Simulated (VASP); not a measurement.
**YAl2N3: single point with PBE**

The system is YAl2N3.

```
Y Al N
1.0
    -2.69171    2.69171    3.44325
     2.69171   -2.69171    3.44325
     2.69171    2.69171   -3.44325
Y Al N
1 2 3
Direct
  0.50000 0.50000 0.00000
  0.50000 0.00000 0.50000
  0.00000 0.50000 0.50000
  0.75000 0.25000 0.50000
  0.25000 0.75000 0.50000
  0.00000 0.00000 0.00000
```

- Program: VASP 6.6.1
- Task: single point
- Functional: PBE
- Potentials or basis: VASP PAW PBE potentials, release 64 (Y_sv, Al, N)
- Cutoff: 520 eV
- k mesh: 6 × 6 × 6
- Occupations: gaussian, width 0.1 eV
- Spin: no spin polarisation
- Dipole correction: no
- Further INCAR settings: ALGO = Normal; EDIFF = 1e-06; NBANDS = 25

The pressure is 0.0 GPa and the band gap on the k mesh is zero (band 16 reaches 3.63 eV, above the bottom of band 17 at 3.11 eV).

Stress tensor (GPa, compression positive):
```
-0.02  0.00  0.00
 0.00 -0.02  0.00
 0.00  0.00  0.19
```

Levels at points of the mesh, in eV from the Fermi level:
```
           k point  band 13  band 14  band 15  band 16  band 17  band 18  band 19  band 20
(0.00, 0.00, 0.00)    -2.60    -1.60    -1.19    -1.19    -0.25     0.40     0.96     2.29
(0.50, 0.00, 0.00)    -2.36    -1.12    -0.66    -0.63     0.78     1.29     1.72     2.50
(0.50, 0.50, 0.00)    -1.81    -1.55    -0.70    -0.48     0.32     0.84     1.50     1.89
(0.50, 0.50, 0.50)    -1.90    -0.79    -0.47    -0.10    -0.10     0.84     0.95     2.76
```

It took 73 s on 1 thread of Intel(R) Xeon(R) Platinum 8375C CPU @ 2.90GHz (Ice Lake), on a shared host, peak memory 0.29 GiB.
